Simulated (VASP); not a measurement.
Ge: single point with PBEsol

Crystal: Ge.

```
Ge
1.0
    -2.51243    2.66842    1.44646
     2.51243   -2.66842    1.44646
     2.51243    2.66842   -1.44646
Ge
2
Direct
  0.31406 0.06406 0.25000
  0.68594 0.93594 0.75000
```

This cell differs from its parent crystal: volume scaled by 1.02.

```json
{"Program": "VASP 6.6.1", "Task": "single point", "Functional": "PBEsol", "Potentials or basis": "VASP PAW PBE potentials, release 64 (Ge_d)", "Cutoff": "520 eV", "k mesh": "11 × 11 × 11", "Occupations": "fermi-dirac, width 0.05 eV", "Spin": "no spin polarisation"}
```

```
Pressure               : -3.8 GPa
Largest force          : 0.061 eV/Å
Band gap on the k mesh : zero (band 14 reaches 8.19 eV, above the bottom of band 15 at 3.12 eV)
```

Forces in eV/Å, atoms in the order of the input:
```
Ge   0.000  0.000  0.061
Ge   0.000  0.000 -0.061
```

Stress tensor (GPa, compression positive):
```
-2.74  0.00  0.00
 0.00 -4.65  0.00
 0.00  0.00 -4.11
```

Levels at points of the mesh, in eV from the Fermi level:
| k point | band 12 | band 13 | band 14 | band 15 | band 16 | band 17 |
| --- | --- | --- | --- | --- | --- | --- |
| (0.00, 0.00, 0.00) | -3.90 | -2.30 | -1.86 | 3.46 | 6.82 | 7.02 |

Wall time 100 s on 1 thread of Intel(R) Xeon(R) Platinum 8488C (Sapphire Rapids), with other jobs on the host, peak memory 0.26 GiB.

Caveat: the PAW data sets were made with another functional, which shifts forces and pressure a little.
